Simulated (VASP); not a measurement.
Runs of VASP 6.6.1 on SiNi3. The structure is that of space group Pm-3m (No. 221), or close to it. The cells are those of the table. 

| level | potentials or basis | spin | cell | k mesh | cutoff (eV) | smearing | second run | gap on the mesh (eV) | pressure (GPa) | moment (μB) |
| --- | --- | --- | --- | --- | --- | --- | --- | --- | --- | --- |
| PBE | VASP PAW PBE potentials, release 64 (Ni, Si) | collinear, ferromagnetic start | a = 3.542 Å, 4 atoms | 8 × 8 × 8 | 520 | fermi-dirac 0.05 eV | - | none | -5.9 | 0.00 |
| PBE | VASP PAW PBE potentials, release 64 (Ni_sv_GW, Si) | collinear, ferromagnetic start | a = 3.542 Å, 4 atoms | 4 × 4 × 4 | 590 | fermi-dirac 0.05 eV | valence_matched | none | -8.9 | 0.00 |
| RPBE | VASP PAW PBE potentials, release 64 (Ni_sv_GW, Si) | collinear, ferromagnetic start | a = 3.542 Å, 4 atoms | 4 × 4 × 4 | 590 | fermi-dirac 0.05 eV | valence_matched | none | (b) | 0.00 |
| r2SCAN | VASP PAW PBE potentials, release 64 (Ni, Si) | collinear, ferromagnetic start | a = 3.542 Å, 4 atoms | 4 × 4 × 4 | 520 | fermi-dirac 0.05 eV | - | none | (a) | 0.00 |
| PBE | VASP PAW PBE potentials, release 64 (Ni, Si) | collinear, ferromagnetic start | a = 3.542 Å, 4 atoms | 8 × 8 × 8 | 520 | gaussian 0.024 eV | - | none | -6.0 | 0.00 |
| PBEsol | VASP PAW PBE potentials, release 64 (Ni, Si) | collinear, ferrimagnetic start | a = 3.542 Å, 4 atoms | 8 × 8 × 8 | 520 | fermi-dirac 0.05 eV | - | none | -13.9 | 0.00 |
| PBEsol+D3(BJ) | VASP PAW PBE potentials, release 64 (Ni, Si) | collinear, ferromagnetic start | a = 3.427 Å, 4 atoms | 8 × 8 × 8 | 520 | fermi-dirac 0.05 eV | - | none | 0.2 | 0.00 |
| revPBE | VASP PAW PBE potentials, release 64 (Ni_sv_GW, Si) | collinear, ferromagnetic start | a = 3.542 Å, 4 atoms | 4 × 4 × 4 | 590 | fermi-dirac 0.05 eV | valence_matched | none | -5.8 | 0.00 |
| PBE | VASP PAW PBE potentials, release 64 (Ni, Si) | collinear, ferromagnetic start | a = 3.589 Å, 4 atoms | 8 × 8 × 8 | 520 | fermi-dirac 0.05 eV | - | none | -12.5 | 0.00 |
| LDA | VASP PAW LDA potentials, release 64 (Ni, Si) | collinear, ferromagnetic start | a = 3.542 Å, 4 atoms | 8 × 8 × 8 | 520 | fermi-dirac 0.05 eV | - | none | (d) | 0.00 |
| LDA | VASP PAW LDA potentials, release 64 (Ni, Si) | collinear, ferromagnetic start | a = 3.565 Å, 4 atoms | 8 × 8 × 8 | 520 | fermi-dirac 0.05 eV | - | none | -22.7 | 0.00 |
| LDA | VASP PAW LDA potentials, release 64 (Ni_sv_GW, Si) | collinear, ferromagnetic start | a = 3.542 Å, 4 atoms | 4 × 4 × 4 | 590 | fermi-dirac 0.05 eV | valence_matched | none | (c) | 0.00 |

Alike in all rows: task single point.

Problem. Estimate the missing entries.

Solution. (a) -13.0; (b) -4.5; (c) -22.1; (d) -19.9.

Caveats: some runs use coarse meshes; the PAW data sets were made with another functional, which shifts forces and pressure a little (some runs); pairwise dispersion overbinds metals, which lowers pressure and volume (some runs).

A gap of «none» marks levels without a gap at the run's occupations.

The runs don't all hold the same shells in valence.
